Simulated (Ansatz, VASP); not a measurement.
# One calculation of Pt, two programs

```
CELL_PARAMETERS angstrom
2.36213 -1.39608 -0.43766
2.36213 1.39608 -0.43766
-2.32534 0.00000 5.14311
ATOMIC_POSITIONS crystal
Pt 0.99998 0.99998 0.24999
Pt 0.00002 0.00002 0.75001
```

Alike in both runs: functional PBE; k mesh 6 × 6 × 4; occupations gaussian, width 0.1 eV; no spin polarisation.

Ansatz relaxed the structure, and its values are those at the end. VASP's run is a single point on that final structure, the one shown.

|  | VASP | Ansatz |
| --- | --- | --- |
| version | VASP 6.6.1 | Ansatz 0.2.0 |
| potentials or method | VASP PAW PBE potentials, release 64 (Pt), cutoff 520 eV | scalar-relativistic, plane waves, PAW |
| valence electrons in the cell | 20 | 36 |

Ansatz gave:

- gap on the k mesh at the Fermi level (eV): none
- pressure (GPa): 0.0

Q: What did VASP give for the same quantities?

A: gap on the k mesh at the Fermi level (eV): none; pressure (GPa): -0.6.

A gap of «none» marks a metal or a gap that the smearing closes. With one functional, cell and mesh, what is left measures potentials, basis and numerics. VASP's potentials hold 20 valence electrons a cell and Ansatz's 36, so a difference there can come from the potentials and not from the codes.

The k mesh is coarse, so the values compare programs but aren't converged. Neither program's run includes spin-orbit coupling.
